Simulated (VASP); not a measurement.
Input of a VASP 6.6.1 run:

Contents of INCAR:

```
PREC     = Accurate       # precision mode
ENCUT    = 520            # plane-wave cutoff, eV
EDIFF    = 1E-6           # SCF threshold, eV
ISMEAR   = -1             # smearing method
SIGMA    = 0.08           # smearing width, eV
LREAL    = False          # projectors in reciprocal space
LASPH    = True           # aspherical terms in the spheres
NELM     = 60             # most SCF steps
ALGO     = Normal         # electronic algorithm
ISIF     = 2              # what is computed and relaxed
LWAVE    = False          # write WAVECAR
LCHARG   = False          # write CHGCAR
GGA      = PE             # functional
NBANDS   = 8              # bands
```

Contents of KPOINTS:

```
Automatic mesh
0
Gamma
  13 13 13
```

File POSCAR:

```
Li
1.0
    0.0000000000      2.2020000000      2.2020000000
    2.2020000000      0.0000000000      2.2020000000
    2.2020000000      2.2020000000      0.0000000000
Li
1
Direct
    0.0000000000      0.0000000000      0.0000000000
```

Potentials or basis: VASP PAW PBE potentials, release 64 (Li_sv).

Launch:

```sh
$ cat potpaw_PBE.64/Li_sv/POTCAR > POTCAR
$ mpirun -np 1 vasp_std > vasp.out
```

(1) Predict the band gap on the k mesh.

Results:

(1) zero (an odd number of electrons rules out a gap without spin polarisation).
